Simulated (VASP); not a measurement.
# Os: single point with PBE

Os:

```xyz
1
Lattice="0.0000 1.9056 1.9056 1.9056 0.0000 1.9056 1.9056 1.9056 0.0000" Properties=species:S:1:pos:R:3 pbc="T T T"
Os    0.0000    0.0000    0.0000
```

This isn't the form of Os at room conditions, which is hcp.

```json
{
 "Program": "VASP 6.6.1",
 "Task": "single point",
 "Functional": "PBE",
 "Potentials or basis": "VASP PAW PBE potentials, release 64 (Os)",
 "Cutoff": "520 eV",
 "k mesh": "14 × 14 × 14",
 "Occupations": "fermi-dirac, width 0.03 eV",
 "Spin": "no spin polarisation"
}
```

```
Pressure               : 15.3 GPa
Band gap on the k mesh : zero (bands 4 and 5 overlap by 3.83 eV)
```

Levels at points of the mesh, in eV from the Fermi level:
```csv
k point,band 2,band 3,band 4,band 5,band 6,band 7
"(0.00, 0.00, 0.00)",-3.00,-3.00,-3.00,0.10,0.10,14.30
"(0.50, 0.00, 0.00)",-3.17,-3.17,-0.17,2.56,2.56,9.22
"(0.50, 0.50, 0.00)",-6.95,2.44,2.52,3.27,3.27,12.41
```

Wall time 16 s on 1 thread of AMD EPYC 7R13, on a shared host, peak memory 0.11 GiB.

Caveat: the cell stands under pressure; spin-orbit coupling is left out, which moves the levels of the heavy elements.
